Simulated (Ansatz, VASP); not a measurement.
# One calculation of KBr, two programs

POSCAR

```
KBr
1.0
    0.0000000000      3.4736402634      3.6882992816
    3.4736402634      0.0000000000      3.6882992816
    3.4736402634      3.4736402634      0.0000000000
K Br
1 1
Direct
    0.0000000000      0.0000000000      0.0000000000
    0.2500000000      0.2500000000      0.2500000000
```

File INCAR.step1:

```
SYSTEM = KBr
ALGO = Normal
EDIFF = 1E-5
ENCUT = 520
GGA = PE
ISIF = 2
ISMEAR = 0
LASPH = .TRUE.
LREAL = .FALSE.
LWAVE = .TRUE.
NBANDS = 15
NELM = 60
PREC = Accurate
SIGMA = 0.01
```

INCAR.step2

```
SYSTEM = KBr
ALGO = Normal
EDIFF = 1E-7
ENCUT = 520
GGA = PE
HFSCREEN = 0.2079
ISIF = 2
ISMEAR = 0
ISTART = 1
LASPH = .TRUE.
LCHARG = .TRUE.
LELF = .TRUE.
LHFCALC = .TRUE.
LREAL = .FALSE.
LVHAR = .TRUE.
LWAVE = .FALSE.
NBANDS = 15
NELM = 60
PREC = Accurate
PRECFOCK = Normal
SIGMA = 0.01
```

KPOINTS

```
k-points
0
G
  4 4 4
  0 0 0
```

Input for Ansatz:

```yaml
crystal:
  lattice:
    - [0.0, 3.4736402634, 3.6882992816]
    - [3.4736402634, 0.0, 3.6882992816]
    - [3.4736402634, 3.4736402634, 0.0]
  atoms:
    - { symbol: K, position: [0.0, 0.0, 0.0] }
    - { symbol: Br, position: [0.25, 0.25, 0.25] }
kpoints:
  mp_grid: { grid: [4, 4, 4] }
  band_path:
    path:
      - [0.0, 0.0, 0.0]
      - [-0.5, -0.5, 0.0]
      - [-0.375, -0.375, 0.25]
      - [-0.375, 0.0, 0.375]
      - [0.0, 0.0, 0.5]
      - [-0.5, -0.25, 0.25]
      - [0.354167, 0.354167, -0.291667]
    npoints: 1
hamiltonian:
  xc: hse06
scf:
  occupations: { method: fixed }
  n_extra_bands: 4
output:
  forces: true
  stress: true
  eigenvalues: true
  write_density: true
  write_potential: true
  elf: true
  volumetric_format: npy
```

Change from the starting cell: biaxial_xy strain -5.8%.

Alike in both runs: task single point; functional HSE06; k mesh 4 × 4 × 4; no spin polarisation.

|  | VASP | Ansatz |
| --- | --- | --- |
| version | VASP 6.6.1 | Ansatz 0.2.0 |
| potentials or method | VASP PAW PBE potentials, release 64 (K_sv, Br) | plane waves, PAW |
| plane-wave cutoff (eV) | 520 | 420 |
| occupations | gaussian, width 0.01 eV | fixed |
| valence electrons in the cell | 16 | 16 |

|  | VASP | Ansatz | Ansatz less VASP |
| --- | --- | --- | --- |
| gap on the k mesh at the Fermi level (eV) | 5.58 | 5.58 | +0.001 |
| pressure (GPa) | 1.8 | 1.7 | -0.03 |
| traceless stress, the component that is largest in VASP (GPa) | 0.08 | 0.08 | -0.004 |

Ansatz's warnings: stress exchange threshold loose, stress scf threshold loose.
